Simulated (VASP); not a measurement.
# Hf2N (P4_2/mnm) in VASP: further runs, part 2 of 2

VASP 6.6.1. Earlier steps stand in the parts before.

**3. Single point, PBEsol**

This run uses another cell than the first one, of 15.25 Å³/atom.

File INCAR:

```
SYSTEM = Hf2N
PREC = Accurate
ENCUT = 520
EDIFF = 1E-7
ISMEAR = 0
SIGMA = 0.1
LREAL = .False.
LASPH = .True.
NELM = 60
ALGO = Normal
ISIF = 2
LWAVE = .False.
LCHARG = .True.
GGA = PS
LELF = .True.
LVHAR = .True.
NBANDS = 34
```

File KPOINTS:

```
regular mesh
0
Gamma
  8 8 12
  0 0 0
```

File POSCAR:

```
Hf2N
1.0
    5.3131240200      0.0000000000      0.0000000000
    0.0000000000      5.3131240200      0.0000000000
    0.0000000000      0.0000000000      3.2420983900
Hf N
4 2
Direct
    0.2955363700      0.2955363700      0.0000000000
    0.7044636300      0.7044636300      0.0000000000
    0.7955363700      0.2044636300      0.5000000000
    0.2044636300      0.7955363700      0.5000000000
    0.0000000000      0.0000000000      0.0000000000
    0.5000000000      0.5000000000      0.5000000000
```

Potentials or basis: VASP PAW PBE potentials, release 64 (Hf_pv, N).

Run with:

```sh
$ cat potpaw_PBE.64/Hf_pv/POTCAR potpaw_PBE.64/N/POTCAR > POTCAR
$ mpirun -np 1 vasp_std > vasp.out
```

OUTCAR:

```text
SYSTEM = Hf2N
   PREC = Accurate
   ENCUT = 520
   EDIFF = 1E-7
   ISMEAR = 0
   LREAL = .False.
   LASPH = .True.
   NELM = 60
   ISIF = 2
   GGA = PS

 ion  position               nearest neighbor table
   1  0.296  0.296  0.000-   5 2.22   6 2.23   6 2.23   2 3.07   4 3.15   3 3.15   4 3.15   3 3.15
                             4 3.15   4 3.15   3 3.15   3 3.15   2 3.82   2 3.82
   2  0.704  0.704  0.000-   5 2.22   6 2.23   6 2.23   1 3.07   4 3.15   3 3.15   4 3.15   3 3.15
                             3 3.15   3 3.15   4 3.15   4 3.15   1 3.82   1 3.82
   3  0.796  0.204  0.500-   6 2.22   5 2.23   5 2.23   4 3.07   1 3.15   1 3.15   2 3.15   2 3.15
                             2 3.15   2 3.15   1 3.15   1 3.15   4 3.82   4 3.82
   4  0.204  0.796  0.500-   6 2.22   5 2.23   5 2.23   3 3.07   1 3.15   1 3.15   2 3.15   2 3.15
                             1 3.15   1 3.15   2 3.15   2 3.15   3 3.82   3 3.82
   5  0.000  0.000  0.000-   1 2.22   2 2.22   3 2.23   4 2.23   3 2.23   4 2.23
   6  0.500  0.500  0.500-   3 2.22   4 2.22   1 2.23   2 2.23   1 2.23   2 2.23

  LATTYP: Found a simple tetragonal cell.
 ALAT       =     5.3131240200
 C/A-ratio  =     0.6102056677

  Lattice vectors:

 A1 = (   5.3131240200,   0.0000000000,   0.0000000000)
 A2 = (   0.0000000000,   5.3131240200,   0.0000000000)
 A3 = (   0.0000000000,   0.0000000000,   3.2420983900)

Analysis of symmetry for initial positions (statically):
=====================================================================
 Subroutine PRICEL returns:
 Original cell was already a primitive cell.

 Routine SETGRP: Setting up the symmetry group for a
 simple tetragonal supercell.

 Subroutine GETGRP returns: Found 16 space group operations
 (whereof  8 operations were pure point group operations)
 out of a pool of 16 trial point group operations.

The static configuration has the point symmetry D_2h.
 The point group associated with its full space group is D_4h.

Analysis of symmetry for dynamics (positions and initial velocities):
=====================================================================
[... 143 lines left out ...]
   LORBIT       =      0    0 simple, 1 ext, 2 COOP (PROOUT), +10 PAW based schemes
   GGA     = PS    functional components
   LHFCALC =     F    Hartree Fock is set to
   AEXX    =    0.0000 exact exchange contribution
   IVDW    =     0    specifies the selected vdW correction
   LEPSILON=     F    determine dielectric tensor
   LRPA    =     F    only Hartree local field effects (RPA)
 non-spin polarized calculation
 Gauss-broadening in eV      SIGMA  =   0.10
  energy-cutoff  :      520.00
  volume of cell :       91.52
 maximum number of plane-waves:      2496
 NGX is ok and might be reduce to    40
   NGX = 19   NGY = 19   NGZ = 13

 number of electron      50.0000008 magnetization

 Free energy of the ion-electron system (eV)
  ---------------------------------------------------
  ext. energy  EPLUGINS =         0.00000000
  ---------------------------------------------------
  free energy    TOTEN  =       -67.49065081 eV

  energy without entropy =      -67.47793120  energy(sigma->0) =      -67.48429101

 E-fermi :   5.8035     XC(G=0): -12.1054

 val. band max:        5.8033513642   @ k =   0.2500   0.2500   0.3333
 cond. band min:       5.8074345952   @ k =   0.2500   0.2500   0.2500
 fundamental gap:      0.0040832310
 Fermi energy:         5.8034638852

 k-point     1 :       0.0000    0.0000    0.0000
  band No.  band energies     occupation
      1     -25.3416      2.00000
      2     -24.8451      2.00000
      3     -24.7822      2.00000
      4     -24.7822      2.00000
      5     -24.5562      2.00000
      6     -24.4107      2.00000
[... 877 lines left out ...]
     33       9.8150      0.00000
     34       9.8150      0.00000

 [... further k-points ...]

------------------------ aborting loop because EDIFF is reached ----------------------------------------

  FORCE on cell =-STRESS in cart. coord.  units (eV):
  Direction    XX          YY          ZZ          XY          YZ          ZX
  --------------------------------------------------------------------------------------
  -------------------------------------------------------------------------------------
  Total       -1.7473231     -1.7473231     -2.1061058      0.0000000      0.0000000      0.0000000
  in kB      -30.5884661    -30.5884661    -36.8692817      0.0000000      0.0000000      0.0000000
  external PRESSURE =     -32.6820713 kB  Pullay stress =       0.0000000 kB

 VOLUME and BASIS-vectors are now :
 -----------------------------------------------------------------------------
  energy-cutoff  :      520.00
  volume of cell :       91.52
      direct lattice vectors                 reciprocal lattice vectors
     5.313124020  0.000000000  0.000000000     0.188213186  0.000000000  0.000000000
     0.000000000  5.313124020  0.000000000     0.000000000  0.188213186  0.000000000
     0.000000000  0.000000000  3.242098390     0.000000000  0.000000000  0.308442212

 POSITION                                       TOTAL-FORCE (eV/Angst)
 -----------------------------------------------------------------------------------
      1.57022      1.57022      0.00000         0.008755      0.008755     -0.000000
      3.74290      3.74290      0.00000        -0.008755     -0.008755      0.000000
      4.22678      1.08634      1.62105         0.008755     -0.008755     -0.000000
      1.08634      4.22678      1.62105        -0.008755      0.008755     -0.000000
      0.00000      0.00000      0.00000         0.000000     -0.000000     -0.000000
      2.65656      2.65656      1.62105         0.000000     -0.000000     -0.000000
 -----------------------------------------------------------------------------------
    total drift:                                0.000000      0.000000      0.000000

  FREE ENERGIE OF THE ION-ELECTRON SYSTEM (eV)
  ---------------------------------------------------
  free  energy   TOTEN  =       -67.4906508126 eV

  energy  without entropy=      -67.4779312018  energy(sigma->0) =      -67.48429101
```

It took 5.2 min on 1 thread of Intel Xeon 8259CL, shared host; peak memory 0.37 GiB.

What came out:

```yaml
Free_energy: -67.4907 eV
Pressure: -3.3 GPa
Largest_force: 0.012 eV/Å
Band_gap_on_the_k_mesh: zero (bands 25 and 26 overlap by 2.66 eV)
```

Forces on the atoms (eV/Å):
```
Hf   0.009  0.009  0.000
Hf  -0.009 -0.009  0.000
Hf   0.009 -0.009  0.000
Hf  -0.009  0.009  0.000
N    0.000  0.000  0.000
N    0.000  0.000  0.000
```

Caveat: the cell stands under tension; the PAW data sets were made with another functional, which shifts forces and pressure a little; spin-orbit coupling is left out, which moves the levels of the heavy elements.

The gap in the log of VASP goes by the Fermi energy; the results here count the filled bands.